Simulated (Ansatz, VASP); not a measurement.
One calculation of ZnS, two programs

```xyz
2
Lattice="0.0000 2.6942 2.6942 2.6942 0.0000 2.6942 2.6942 2.6942 0.0000" Properties=species:S:1:pos:R:3 pbc="T T T"
Zn    0.0000    0.0000    0.0000
S     4.0413    4.0413    4.0413
```

Alike in both runs: functional r2SCAN; k mesh 8 × 8 × 8; occupations gaussian, width 0.02 eV; no spin polarisation.

Ansatz relaxed the structure, and its values are those at the end. VASP's run is a single point on that final structure, the one shown.

|  | VASP | Ansatz |
| --- | --- | --- |
| version | VASP 6.6.1 | Ansatz 0.2.0 |
| potentials or method | VASP PAW PBE potentials, release 64 (Zn, S), cutoff 520 eV | scalar-relativistic, plane waves, PAW |
| valence electrons in the cell | 18 | 18 |

|  | VASP | Ansatz | Ansatz less VASP |
| --- | --- | --- | --- |
| gap on the k mesh at the Fermi level (eV) | 2.71 | 2.70 | -0.010 |
| least direct gap on the mesh (eV) | 2.71 | 2.70 | -0.010 |
| pressure (GPa) | 0.0 | 0.0 | 0.00 |

VASP's potentials were made for PBE, not for r2SCAN.
